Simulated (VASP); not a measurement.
# InP (F-43m) in VASP: a series of runs

The runs below take InP through single point, with PBE, r2SCAN.

Everything below comes from runs of VASP 6.6.1. Logs are shortened: lines on timing, memory, paths and dates and some standing lists are left out, and cuts for length are marked.

### Step 1. The cell of the first run

It takes space group F-43m (No. 216, cubic). The conventional cell has a = 5.908 Å, b = 5.908 Å, c = 5.908 Å, α = 90.00°, β = 90.00°, γ = 90.00°. In (site symmetry -43m) has 4 P at 2.56 Å within 3.4 Å. Within 3.4 Å of P (site symmetry -43m) lie 4 In at 2.56 Å.

### Step 2. Single point, PBE

INCAR

```
SYSTEM = InP
ALGO = Normal
EDIFF = 1E-6
ENCUT = 520
GGA = PE
ISIF = 2
ISMEAR = 0
LASPH = .TRUE.
LCHARG = .FALSE.
LREAL = .FALSE.
LWAVE = .FALSE.
NBANDS = 16
NELM = 80
PREC = Accurate
SIGMA = 0.01
```

KPOINTS

```
k-points
0
G
  6 6 6
  0 0 0
```

POSCAR

```
InP
1.0
    0.0000000000      2.9537876370      2.9537876370
    2.9537876370      0.0000000000      2.9537876370
    2.9537876370      2.9537876370      0.0000000000
In P
1 1
Direct
    0.0000000000      0.0000000000      0.0000000000
    0.2500000000      0.2500000000      0.2500000000
```

Potentials or basis: VASP PAW PBE potentials, release 64 (In_d, P).

Run with:

```console
$ cat potpaw_PBE.64/In_d/POTCAR potpaw_PBE.64/P/POTCAR > POTCAR
$ mpirun -np 1 vasp_std > vasp.out
```

OUTCAR:

```text
SYSTEM = InP
   EDIFF = 1E-6
   ENCUT = 520
   GGA = PE
   ISIF = 2
   ISMEAR = 0
   LASPH = .TRUE.
   LREAL = .FALSE.
   NELM = 80
   PREC = Accurate

 ion  position               nearest neighbor table
   1  0.000  0.000  0.000-   2 2.56   2 2.56   2 2.56   2 2.56
   2  0.250  0.250  0.250-   1 2.56   1 2.56   1 2.56   1 2.56

  LATTYP: Found a face centered cubic cell.
 ALAT       =     5.9075752740

  Lattice vectors:

 A1 = (   0.0000000000,   2.9537876370,   2.9537876370)
 A2 = (   2.9537876370,   0.0000000000,   2.9537876370)
 A3 = (   2.9537876370,   2.9537876370,   0.0000000000)

Analysis of symmetry for initial positions (statically):
=====================================================================
 Subroutine PRICEL returns:
 Original cell was already a primitive cell.

 Routine SETGRP: Setting up the symmetry group for a
 face centered cubic supercell.

 Subroutine GETGRP returns: Found 24 space group operations
 (whereof 24 operations were pure point group operations)
 out of a pool of 48 trial point group operations.

The static configuration has the point symmetry T_d .

Analysis of symmetry for dynamics (positions and initial velocities):
=====================================================================
 Subroutine PRICEL returns:
 Original cell was already a primitive cell.

 Routine SETGRP: Setting up the symmetry group for a
 face centered cubic supercell.

 Subroutine GETGRP returns: Found 24 space group operations
 (whereof 24 operations were pure point group operations)
 out of a pool of 48 trial point group operations.

The dynamic configuration has the point symmetry T_d .

 Subroutine INISYM returns: Found 24 space group operations
 (whereof 24 operations are pure point group operations),
 and found     1 'primitive' translations

----------------------------------------------------------------------------------------

                                     Primitive cell

  volume of cell :      51.5428

  direct lattice vectors                    reciprocal lattice vectors
     0.000000000  2.953787637  2.953787637    -0.169274187  0.169274187  0.169274187
     2.953787637  0.000000000  2.953787637     0.169274187 -0.169274187  0.169274187
     2.953787637  2.953787637  0.000000000     0.169274187  0.169274187 -0.169274187

  length of vectors
     4.177286537  4.177286537  4.177286537     0.293191492  0.293191492  0.293191492

  position of ions in fractional coordinates (direct lattice)
     0.000000000  0.000000000  0.000000000
     0.250000000  0.250000000  0.250000000

  ion indices of the primitive-cell ions
   primitive index   ion index
                 1           1
                 2           2

----------------------------------------------------------------------------------------

 KPOINTS: k-points

Automatic generation of k-mesh.
 Grid dimensions read from file:
 generate k-points for:    6    6    6

 Generating k-lattice:

  Cartesian coordinates                     Fractional coordinates (reciprocal lattice)
    -0.028212364  0.028212364  0.028212364     0.166666667  0.000000000  0.000000000
     0.028212364 -0.028212364  0.028212364     0.000000000  0.166666667  0.000000000
     0.028212364  0.028212364 -0.028212364     0.000000000  0.000000000  0.166666667

  Length of vectors
     0.048865249  0.048865249  0.048865249

  Shift w.r.t. Gamma in fractional coordinates (k-lattice)
     0.000000000  0.000000000  0.000000000

 Subroutine IBZKPT returns following result:
 ===========================================

 Found     16 irreducible k-points:

 Following reciprocal coordinates:
            Coordinates               Weight
  0.000000  0.000000  0.000000      1.000000
  0.166667  0.000000  0.000000      8.000000
  0.333333  0.000000  0.000000      8.000000
  0.500000  0.000000  0.000000      4.000000
  0.166667  0.166667  0.000000      6.000000
  0.333333  0.166667  0.000000     24.000000
[... 8 lines left out ...]
 -0.333333  0.333333  0.166667     24.000000
 -0.333333  0.500000  0.166667     12.000000
   k-points           NKPTS =     16   k-points in BZ     NKDIM =     16   number of bands    NBANDS=     16
   number of dos      NEDOS =    301   number of ions     NIONS =      2
   total plane-waves  NPLWV =  32768
   dimension x,y,z NGX =    32 NGY =   32 NGZ =   32
   dimension x,y,z NGXF=    64 NGYF=   64 NGZF=   64
   ions per type =               1   1
   NGX,Y,Z   is equivalent  to a cutoff of  12.74, 12.74, 12.74 a.u.
   NGXF,Y,Z  is equivalent  to a cutoff of  25.47, 25.47, 25.47 a.u.
 SYSTEM =  InP
   PREC   = accura    normal or accurate (medium, high low for compatibility)
   ISTART =      0    job   : 0-new  1-cont  2-samecut
   ICHARG =      2    charge: 1-file 2-atom 10-const
   ISPIN  =      1    spin polarized calculation?
   LNONCOLLINEAR =      F non collinear calculations
   LSORBIT =      F    spin-orbit coupling
   LASPH  =      T    aspherical Exc in radial PAW
   ENCUT  =  520.0 eV  38.22 Ry    6.18 a.u.   7.77  7.77  7.77*2*pi/ulx,y,z
   NELM   =     80;   NELMIN=  2; NELMDL= -5     # of ELM steps
   EDIFF  = 0.1E-05   stopping-criterion for ELM
   LREAL  =      F    real-space projection
   EDIFFG = 0.1E-04   stopping-criterion for IOM
   NSW    =      0    number of steps for IOM
   IBRION =     -1    ionic relax: 0-MD 1-quasi-New 2-CG
   NFREE  =      0    steps in history (QN), initial steepest desc. (CG)
   ISIF   =      2    stress and relaxation
   ISYM   =      2    0-nonsym 1-usesym 2-fastsym
   POTIM  = 0.5000    time-step for ionic-motion
   TEBEG  =    0.0;   TEEND  =   0.0 temperature during run
   PSTRESS=    0.0 pullay stress
   NELECT =      18.0000    total number of electrons
   NUPDOWN=      -1.0000    fix difference up-down
   EMIN   =  10.00;   EMAX   =-10.00  energy-range for DOS
   EFERMI =   0.00;   METHOD = LEGACY
   ISMEAR =     0;   SIGMA  =   0.01  broadening in eV -4-tet -1-fermi 0-gaus
   EFERMI_NEDOS =   21; number of points for ismear=-14 and -15
   IALGO  =     38    algorithm
   IMIX   =      4    mixing-type and parameters
     AMIX     =   0.40;   BMIX     =  1.00
     AMIX_MAG =   1.60;   BMIX_MAG =  1.00
  volume/ion in A,a.u.               =      25.77       173.91
  Fermi-wavevector in a.u.,A,eV,Ry     =   1.152860  2.178589 18.083301  1.329085
  Thomas-Fermi vector in A             =   2.289508
   LORBIT       =      0    0 simple, 1 ext, 2 COOP (PROOUT), +10 PAW based schemes
   GGA     = PE    functional components
   LHFCALC =     F    Hartree Fock is set to
   AEXX    =    0.0000 exact exchange contribution
   IVDW    =     0    specifies the selected vdW correction
   LEPSILON=     F    determine dielectric tensor
   LRPA    =     F    only Hartree local field effects (RPA)
 non-spin polarized calculation
 Gauss-broadening in eV      SIGMA  =   0.01
  energy-cutoff  :      520.00
  volume of cell :       51.54
 maximum number of plane-waves:      1411
   NGX = 15   NGY = 15   NGZ = 15

 number of electron      18.0000009 magnetization

 Free energy of the ion-electron system (eV)
  ---------------------------------------------------
  ext. energy  EPLUGINS =         0.00000000
  ---------------------------------------------------
  free energy    TOTEN  =        -8.38869735 eV

  energy without entropy =       -8.38869735  energy(sigma->0) =       -8.38869735

 E-fermi :   5.0103     XC(G=0):  -9.1755

 val. band max:        4.9385168530   @ k =   0.0000   0.0000   0.0000
 cond. band min:       5.5187086771   @ k =   0.0000   0.0000   0.0000
 fundamental gap:      0.5801918241
 Fermi energy:         5.0102963212

 k-point     1 :       0.0000    0.0000    0.0000
  band No.  band energies     occupation
      1      -9.2094      2.00000
      2      -9.2094      2.00000
      3      -9.2094      2.00000
      4      -9.0693      2.00000
      5      -9.0693      2.00000
      6      -6.4194      2.00000
[... 8 lines left out ...]
     15      14.3467      0.00000
     16      14.3467      0.00000

 k-point     2 :       0.1667    0.0000    0.0000
  band No.  band energies     occupation
      1      -9.2381      2.00000
      2      -9.1979      2.00000
      3      -9.1979      2.00000
      4      -9.0688      2.00000
      5      -9.0688      2.00000
      6      -6.1180      2.00000
[... 8 lines left out ...]
     15      13.5358      0.00000
     16      14.3408      0.00000

 k-point     3 :       0.3333    0.0000    0.0000
  band No.  band energies     occupation
      1      -9.2918      2.00000
      2      -9.1797      2.00000
      3      -9.1797      2.00000
      4      -9.0628      2.00000
      5      -9.0628      2.00000
      6      -5.3428      2.00000
[... 8 lines left out ...]
     15      14.0001      0.00000
     16      14.0001      0.00000

 k-point     4 :       0.5000    0.0000    0.0000
  band No.  band energies     occupation
      1      -9.3172      2.00000
      2      -9.1735      2.00000
      3      -9.1735      2.00000
      4      -9.0567      2.00000
      5      -9.0567      2.00000
      6      -4.7719      2.00000
[... 8 lines left out ...]
     15      15.5217      0.00000
     16      15.5217      0.00000

 k-point     5 :       0.1667    0.1667    0.0000
  band No.  band energies     occupation
      1      -9.2588      2.00000
      2      -9.1862      2.00000
      3      -9.1861      2.00000
      4      -9.0790      2.00000
      5      -9.0612      2.00000
      6      -6.0187      2.00000
[... 8 lines left out ...]
     15      14.5970      0.00000
     16      15.3095      0.00000

 k-point     6 :       0.3333    0.1667    0.0000
  band No.  band energies     occupation
      1      -9.3010      2.00000
      2      -9.1698      2.00000
      3      -9.1650      2.00000
      4      -9.0832      2.00000
      5      -9.0541      2.00000
      6      -5.3929      2.00000
[... 8 lines left out ...]
     15      14.8600      0.00000
     16      15.6263      0.00000

 k-point     7 :       0.5000    0.1667    0.0000
  band No.  band energies     occupation
      1      -9.3250      2.00000
      2      -9.1659      2.00000
      3      -9.1569      2.00000
      4      -9.0727      2.00000
      5      -9.0537      2.00000
      6      -4.6569      2.00000
[... 8 lines left out ...]
     15      15.5739      0.00000
     16      15.8270      0.00000

 k-point     8 :      -0.3333    0.1667    0.0000
  band No.  band energies     occupation
      1      -9.3137      2.00000
      2      -9.1689      2.00000
      3      -9.1639      2.00000
      4      -9.0665      2.00000
      5      -9.0623      2.00000
      6      -4.8620      2.00000
[... 8 lines left out ...]
     15      14.9077      0.00000
     16      16.0070      0.00000

 k-point     9 :      -0.1667    0.1667    0.0000
  band No.  band energies     occupation
      1      -9.2748      2.00000
      2      -9.1845      2.00000
      3      -9.1792      2.00000
      4      -9.0739      2.00000
      5      -9.0622      2.00000
      6      -5.6524      2.00000
[... 8 lines left out ...]
     15      14.3327      0.00000
     16      15.7747      0.00000

 k-point    10 :       0.3333    0.3333    0.0000
  band No.  band energies     occupation
      1      -9.3427      2.00000
      2      -9.1381      2.00000
      3      -9.1381      2.00000
      4      -9.1025      2.00000
      5      -9.0450      2.00000
      6      -4.9759      2.00000
[... 8 lines left out ...]
     15      15.2372      0.00000
     16      18.1391      0.00000

 k-point    11 :       0.5000    0.3333    0.0000
  band No.  band energies     occupation
      1      -9.3583      2.00000
      2      -9.1350      2.00000
      3      -9.1262      2.00000
      4      -9.1007      2.00000
      5      -9.0443      2.00000
      6      -4.3541      2.00000
[... 8 lines left out ...]
     15      15.7418      0.00000
     16      16.8348      0.00000

 k-point    12 :      -0.3333    0.3333    0.0000
  band No.  band energies     occupation
      1      -9.3401      2.00000
      2      -9.1532      2.00000
      3      -9.1364      2.00000
      4      -9.0819      2.00000
      5      -9.0580      2.00000
      6      -4.2866      2.00000
[... 8 lines left out ...]
     15      14.1115      0.00000
     16      17.9808      0.00000

 k-point    13 :       0.5000    0.5000    0.0000
  band No.  band energies     occupation
      1      -9.3797      2.00000
      2      -9.1155      2.00000
      3      -9.1132      2.00000
      4      -9.1132      2.00000
      5      -9.0369      2.00000
      6      -4.1442      2.00000
[... 8 lines left out ...]
     15      15.6854      0.00000
     16      16.6773      0.00000

 k-point    14 :       0.5000    0.3333    0.1667
  band No.  band energies     occupation
      1      -9.3301      2.00000
      2      -9.1593      2.00000
      3      -9.1422      2.00000
      4      -9.0868      2.00000
      5      -9.0523      2.00000
      6      -4.7395      2.00000
[... 8 lines left out ...]
     15      15.9337      0.00000
     16      16.5759      0.00000

 k-point    15 :      -0.3333    0.3333    0.1667
  band No.  band energies     occupation
      1      -9.3391      2.00000
      2      -9.1597      2.00000
      3      -9.1323      2.00000
      4      -9.0817      2.00000
      5      -9.0567      2.00000
      6      -4.2857      2.00000
[... 8 lines left out ...]
     15      15.9388      0.00000
     16      16.4041      0.00000

 k-point    16 :      -0.3333    0.5000    0.1667
  band No.  band energies     occupation
      1      -9.3573      2.00000
      2      -9.1429      2.00000
      3      -9.1203      2.00000
      4      -9.0950      2.00000
      5      -9.0490      2.00000
      6      -4.0913      2.00000
[... 8 lines left out ...]
     15      16.1065      0.00000
     16      16.7944      0.00000

------------------------ aborting loop because EDIFF is reached ----------------------------------------

  FORCE on cell =-STRESS in cart. coord.  units (eV):
  Direction    XX          YY          ZZ          XY          YZ          ZX
  --------------------------------------------------------------------------------------
  -------------------------------------------------------------------------------------
  Total        0.5128107      0.5128107      0.5128107      0.0000000      0.0000000      0.0000000
  in kB       15.9404235     15.9404235     15.9404235      0.0000000      0.0000000      0.0000000
  external PRESSURE =      15.9404235 kB  Pullay stress =       0.0000000 kB

 VOLUME and BASIS-vectors are now :
 -----------------------------------------------------------------------------
  energy-cutoff  :      520.00
  volume of cell :       51.54
      direct lattice vectors                 reciprocal lattice vectors
     0.000000000  2.953787637  2.953787637    -0.169274187  0.169274187  0.169274187
     2.953787637  0.000000000  2.953787637     0.169274187 -0.169274187  0.169274187
     2.953787637  2.953787637  0.000000000     0.169274187  0.169274187 -0.169274187

 POSITION                                       TOTAL-FORCE (eV/Angst)
 -----------------------------------------------------------------------------------
      0.00000      0.00000      0.00000         0.000000      0.000000      0.000000
      1.47689      1.47689      1.47689        -0.000000     -0.000000     -0.000000
 -----------------------------------------------------------------------------------
    total drift:                               -0.000000     -0.000000     -0.000000

  FREE ENERGIE OF THE ION-ELECTRON SYSTEM (eV)
  ---------------------------------------------------
  free  energy   TOTEN  =        -8.3886973516 eV

  energy  without entropy=       -8.3886973516  energy(sigma->0) =       -8.38869735
```

Run time: 19 s. Hardware: 1 thread of AMD EPYC 7R13, shared host; peak memory 0.15 GiB.

Results:

```yaml
Free_energy: -8.3887 eV
Pressure: 1.6 GPa
Band_gap_on_the_k_mesh: 0.58 eV, direct
```

Caveat: spin-orbit coupling is left out, which moves the levels of the heavy elements.

### Step 3. Single point, PBE

INCAR

```
PREC = Accurate
ENCUT = 520
EDIFF = 1E-7
ISMEAR = 0
SIGMA = 0.01
LREAL = False
LASPH = True
NELM = 60
ALGO = Normal
ISIF = 2
LWAVE = False
LCHARG = False
GGA = PE
NBANDS = 16
```

KPOINTS

```
regular mesh
0
Gamma
  6 6 6
```

POSCAR is that of step 2.

Potentials or basis: VASP PAW PBE potentials, release 64 (In_d, P).

Run with:

```console
$ cat potpaw_PBE.64/In_d/POTCAR potpaw_PBE.64/P/POTCAR > POTCAR
$ mpirun -np 1 vasp_std > vasp.out
```

Wall time 21 s (1 thread of AMD EPYC 7R13, shared host); peak memory 0.15 GiB.

The run converged. Its results:

```yaml
Free_energy: -8.3887 eV
Pressure: 1.6 GPa
Band_gap_on_the_k_mesh: 0.58 eV, direct
```

Levels at points of the mesh, in eV from the valence-band top:
```tsv
k point	band 6	band 7	band 8	band 9	band 10	band 11	band 12	band 13
(0.00, 0.00, 0.00)	-11.36	0.00	0.00	0.00	0.58	4.09	4.09	4.09
(0.50, 0.00, 0.00)	-9.71	-5.61	-0.94	-0.94	1.44	4.80	4.80	7.05
(0.50, 0.50, 0.00)	-9.08	-5.65	-2.24	-2.24	1.80	2.26	9.07	9.43
```

Caveat: spin-orbit coupling is left out, which moves the levels of the heavy elements.

### Step 4. Single point, r2SCAN

POSCAR is that of step 3.

INCAR.step1

```
SYSTEM = InP
PREC = Accurate
ENCUT = 520
ISMEAR = 0
SIGMA = 0.01
LREAL = .False.
LASPH = .True.
NELM = 100
NBANDS = 16
GGA = PE
ALGO = Normal
EDIFF = 1E-4
LWAVE = .True.
LCHARG = .False.
```

INCAR.step2

```
SYSTEM = InP
PREC = Accurate
ENCUT = 520
EDIFF = 1E-6
ISMEAR = 0
SIGMA = 0.01
LREAL = .False.
LASPH = .True.
NELM = 100
ALGO = Normal
ISIF = 2
LWAVE = .False.
LCHARG = .True.
METAGGA = R2SCAN
LMIXTAU = .True.
LELF = .True.
LVHAR = .True.
NBANDS = 16
ISTART = 1
```

KPOINTS

```
regular mesh
0
Gamma
  6 6 6
  0 0 0
```

Run with:

```console
$ cat potpaw_PBE.64/In_d/POTCAR potpaw_PBE.64/P/POTCAR > POTCAR
$ cp INCAR.step1 INCAR
$ mpirun -np 1 vasp_std > vasp.out
$ cp INCAR.step2 INCAR
$ mpirun -np 1 vasp_std > vasp.out
```

Run time: 90 s. Hardware: 1 thread of AMD EPYC 7R13, shared host; peak memory 0.15 GiB.

It converged, with:

```yaml
Free_energy: -32.2884 eV
Pressure: -0.1 GPa
Band_gap_on_the_k_mesh: 1.03 eV, direct
```

Levels at points of the mesh, in eV from the valence-band top:
| k point | band 6 | band 7 | band 8 | band 9 | band 10 | band 11 | band 12 | band 13 |
| --- | --- | --- | --- | --- | --- | --- | --- | --- |
| (0.00, 0.00, 0.00) | -11.84 | 0.00 | 0.00 | 0.00 | 1.03 | 4.44 | 4.44 | 4.44 |
| (0.50, 0.00, 0.00) | -10.11 | -5.75 | -0.97 | -0.97 | 1.80 | 5.15 | 5.15 | 7.49 |
| (0.50, 0.50, 0.00) | -9.46 | -5.77 | -2.33 | -2.33 | 2.04 | 2.54 | 9.72 | 10.15 |

Caveat: the PAW data sets were made with another functional, which shifts forces and pressure a little; spin-orbit coupling is left out, which moves the levels of the heavy elements. r2SCAN opens gaps a little over a GGA but as a rule still falls short of measured ones.
